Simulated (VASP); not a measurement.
Sb, 1 atom in the cell. The structure is cubic, space group Pm-3m (No. 221). Conventional cell: a = 2.888 Å, b = 2.888 Å, c = 2.888 Å, α = 90.00°, β = 90.00°, γ = 90.00°. Sb (site symmetry m-3m) has 6 Sb at 2.89 Å within 3.8 Å.  This cell differs from its parent crystal: volume scaled by 0.8.

- Program: VASP 6.6.1
- Task: single point
- Functional: PBE
- Potentials or basis: VASP PAW PBE potentials, release 64 (Sb)
- Cutoff: 500 eV
- k mesh: 12 × 12 × 12
- Occupations: fermi-dirac, width 0.05 eV
- Spin: no spin polarisation
- Dipole correction: no
- Further INCAR settings: ALGO = Normal; EDIFF = 1e-06; NBANDS = 8

Potentials or basis: VASP PAW PBE potentials, release 64 (Sb).

The run is started by

```console
$ cat potpaw_PBE.64/Sb/POTCAR > POTCAR
$ mpirun -np 1 vasp_std > vasp.out
```

Hardware: 1 thread of Intel Xeon 8259CL, with other jobs on the host.

Task: Estimate the wall time of this run.

Result: Wall time 13 s on 1 thread of Intel Xeon 8259CL (shared host), peak memory 0.14 GiB. Counts: scf iterations 10, k points 84.
